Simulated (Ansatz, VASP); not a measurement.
**Two plane-wave programs on SnO2**

INCAR

```
ALGO = Normal
EDIFF = 1E-6
ENCUT = 520
GGA = PE
ISIF = 2
ISMEAR = 0
LASPH = True
LCHARG = False
LREAL = False
LWAVE = False
NBANDS = 64
NELM = 60
PREC = Accurate
SIGMA = 0.2
```

Contents of KPOINTS:

```
k-points
0
Gamma
  6 4 4
```

File POSCAR:

```
SnO2
1.0
   -3.9519144119      0.0000000000      0.0000000000
    0.0000000000      0.0000000000     -7.8333881654
    0.0000000000     -7.9038288238      0.0000000000
Sn O
4 8
Direct
    0.0000000000      0.0000000000      1.0000000000
    0.0000000000      0.0000000000      0.5000000000
    0.0000000000      0.5000000000      1.0000000000
    0.0000000000      0.5000000000      0.5000000000
    0.5000000000      0.0000000000      1.0000000000
    0.5000000000      0.0000000000      0.5000000000
    1.0000000000      0.5000000000      0.7500000000
    1.0000000000      0.5000000000      0.2500000000
    0.0000000000      0.7500000000      0.5000000000
    0.0000000000      0.7500000000      0.0000000000
    0.0000000000      0.2500000000      0.5000000000
    0.0000000000      0.2500000000      0.0000000000
```

Input for Ansatz:

```yaml
crystal:
  lattice:
    - [-3.9519144119, 0.0, 0.0]
    - [0.0, 0.0, -7.8333881654]
    - [0.0, -7.9038288238, 0.0]
  atoms:
    - { symbol: Sn, position: [0.0, 0.0, 1.0] }
    - { symbol: Sn, position: [0.0, 0.0, 0.5] }
    - { symbol: Sn, position: [0.0, 0.5, 1.0] }
    - { symbol: Sn, position: [0.0, 0.5, 0.5] }
    - { symbol: O, position: [0.5, 0.0, 1.0] }
    - { symbol: O, position: [0.5, 0.0, 0.5] }
    - { symbol: O, position: [1.0, 0.5, 0.75] }
    - { symbol: O, position: [1.0, 0.5, 0.25] }
    - { symbol: O, position: [0.0, 0.75, 0.5] }
    - { symbol: O, position: [0.0, 0.75, 0.0] }
    - { symbol: O, position: [0.0, 0.25, 0.5] }
    - { symbol: O, position: [0.0, 0.25, 0.0] }
basis:
  ecutwfc: 420
kpoints:
  mp_grid: { grid: [6, 4, 4] }
hamiltonian:
  xc: pbe
scf:
  occupations: { method: gaussian, width: 0.2 }
  lower_state_search: "off"
output:
  forces: true
  stress: true
  eigenvalues: true
```

Alike in both runs: task single point; functional PBE; k mesh 6 × 4 × 4; occupations gaussian, width 0.2 eV; no spin polarisation.

```csv
,VASP,Ansatz
version,VASP 6.6.1,Ansatz 0.2.0
potentials or method,"VASP PAW PBE potentials, release 64 (Sn_d, O), cutoff 520 eV","scalar-relativistic, plane waves, PAW"
valence electrons in the cell,104,104
```

```tsv
	VASP	Ansatz	Ansatz less VASP
gap on the k mesh at the Fermi level (eV)	none	none	-
pressure (GPa)	0.4	0.1	-0.30
traceless stress, the component that is largest in VASP (GPa)	0.25	0.04	-0.216
```

A gap of «none» marks a metal or a gap that the smearing closes.
